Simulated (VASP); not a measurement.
Set up this calculation in VASP 6.6.1, as the native input.

```yaml
Task: single point
Functional: PBE
Potentials_or_basis: VASP PAW PBE potentials, release 64 (W_sv, S)
Cutoff: 520 eV
k_mesh: 24 × 24 × 1
Occupations: gaussian, width 0.05 eV
Spin: no spin polarisation
Dipole_correction: no
Further_INCAR_settings: ALGO = Normal; EDIFF = 1e-06; NBANDS = 20
```

The structure of WS2 lies in POSCAR:

```
WS2
1.0
    3.1832085600      0.0000000000      0.0000000000
   -1.5916042800      2.7567394800      0.0000000000
    0.0000000000      0.0000000000     16.1181716300
W S
1 2
Direct
    0.6666666700      0.3333333300      0.5000000000
    0.3333333300      0.6666666700      0.4032784200
    0.3333333300      0.6666666700      0.5967215800
```

These files were run (other wordings do the same):

INCAR

```
ALGO = Normal
EDIFF = 1E-6
ENCUT = 520
GGA = PE
ISIF = 2
ISMEAR = 0
LASPH = T
LCHARG = F
LREAL = F
LWAVE = F
NBANDS = 20
NELM = 80
PREC = Accurate
SIGMA = 0.05
```

KPOINTS

```
k-points
0
Gamma
  24 24 1
```

Potentials or basis: VASP PAW PBE potentials, release 64 (W_sv, S).

Command:

```console
$ cat potpaw_PBE.64/W_sv/POTCAR potpaw_PBE.64/S/POTCAR > POTCAR
$ mpirun -np 1 vasp_std > vasp.out
```

Results of the run:

The largest force is 0.275 eV/Å and the band gap on the k mesh is 1.80 eV.

Caveat: spin-orbit coupling is left out, which moves the levels of the heavy elements.

Run time: 4.6 min on 1 thread of Intel Xeon 8259CL, on a shared host, peak memory 0.34 GiB.
